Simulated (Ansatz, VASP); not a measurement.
One calculation of ReP, two programs

```xyz
2
Lattice="0.0000 2.6297 2.6297 2.6297 0.0000 2.6297 2.6297 2.6297 0.0000" Properties=species:S:1:pos:R:3 pbc="T T T"
Re    0.0000    0.0000    0.0000
P     1.3148    1.3148    1.3148
```

Alike in both runs: task single point; functional PBEsol; k mesh 12 × 12 × 12; occupations gaussian, width 0.05 eV; no spin polarisation.

|  | VASP | Ansatz |
| --- | --- | --- |
| version | VASP 6.6.1 | Ansatz 0.2.0 |
| potentials or method | VASP PAW PBE potentials, release 64 (Re_sv_GW, P), cutoff 560 eV | scalar-relativistic, plane waves, PAW |
| valence electrons in the cell | 20 | 20 |

```tsv
	VASP	Ansatz	Ansatz less VASP
gap on the k mesh at the Fermi level (eV)	none	none	-
pressure (GPa)	-0.6	0.0	+0.60
```

VASP's potentials were made for PBE, not for PBEsol. A gap of «none» marks a metal or a gap that the smearing closes.

Neither program's run includes spin-orbit coupling.
